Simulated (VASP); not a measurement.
Set up this calculation in VASP 6.6.1, as the native input.

```
Task                   : single point
Functional             : LDA
Potentials or basis    : VASP PAW LDA potentials, release 64 (Hf_pv, O)
Cutoff                 : 520 eV
k mesh                 : 6 × 6 × 8
Occupations            : gaussian, width 0.05 eV
Spin                   : no spin polarisation
Dipole correction      : no
Further INCAR settings : ALGO = Normal; EDIFF = 1e-06; NBANDS = 31
```

The structure of HfO2 lies in POSCAR:

```
HfO2
1.0
    4.7887072688     -0.0000036730     -0.0000183596
   -0.0000036730      4.7887231301      0.0000159674
   -0.0000122138      0.0000106223      3.1857370066
Hf O
2 4
Direct
    0.0000004806      0.0000031794      0.0000080896
    0.5000010118      0.5000029639      0.4999965557
    0.1951069245      0.8048890180      0.5000056108
    0.3048921555      0.3048896469     -0.0000030404
    0.6951101218      0.6951079687     -0.0000023636
    0.8048893057      0.1951072232      0.4999951478
```

These files were run (other wordings do the same):

INCAR

```
ALGO = Normal ; EDIFF = 1E-6
ENCUT = 520 ; ISIF = 2
ISMEAR = 0 ; LASPH = T
LCHARG = F ; LREAL = F
LWAVE = F ; NBANDS = 31
NELM = 100 ; PREC = Accurate
SIGMA = 0.05
```

KPOINTS

```
k-points
0
Gamma
  6 6 8
```

Potentials or basis: VASP PAW LDA potentials, release 64 (Hf_pv, O).

Command:

```sh
$ cat potpaw_LDA.64/Hf_pv/POTCAR potpaw_LDA.64/O/POTCAR > POTCAR
$ mpirun -np 1 vasp_std > vasp.out
```

Results of the run:

```
Pressure               : -2.1 GPa
Largest force          : 0.043 eV/Å
Band gap on the k mesh : 3.83 eV
```

Caveat: spin-orbit coupling is left out, which moves the levels of the heavy elements.

Run time: 3.1 min on 1 thread of Intel(R) Xeon(R) Platinum 8488C (Sapphire Rapids) (shared host), peak memory 0.27 GiB.
